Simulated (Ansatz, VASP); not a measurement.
**MgO: VASP beside Ansatz**

```xyz
2
Lattice="0.0000 2.1050 2.1050 2.1050 0.0000 2.1050 2.1050 2.1050 0.0000" Properties=species:S:1:pos:R:3 pbc="T T T"
Mg    0.0000    0.0000    0.0000
O     2.1050    2.1050    2.1050
```

Alike in both runs: task single point; functional PBE; dispersion D3(BJ); k mesh 8 × 8 × 8; occupations gaussian, width 0.1 eV; no spin polarisation.

|  | VASP | Ansatz |
| --- | --- | --- |
| version | VASP 6.6.1 | Ansatz 0.2.0 |
| potentials or method | VASP PAW PBE potentials, release 64 (Mg, O), cutoff 600 eV | scalar-relativistic, plane waves, PAW |
| valence electrons in the cell | 8 | 16 |

```csv
,VASP,Ansatz,Ansatz less VASP
gap on the k mesh at the Fermi level (eV),4.74,4.76,+0.015
least direct gap on the mesh (eV),4.74,4.76,+0.015
pressure (GPa),-1.3,-0.3,+0.98
```

VASP's potentials hold 8 valence electrons a cell and Ansatz's 16, so a difference there can come from the potentials and not from the codes.
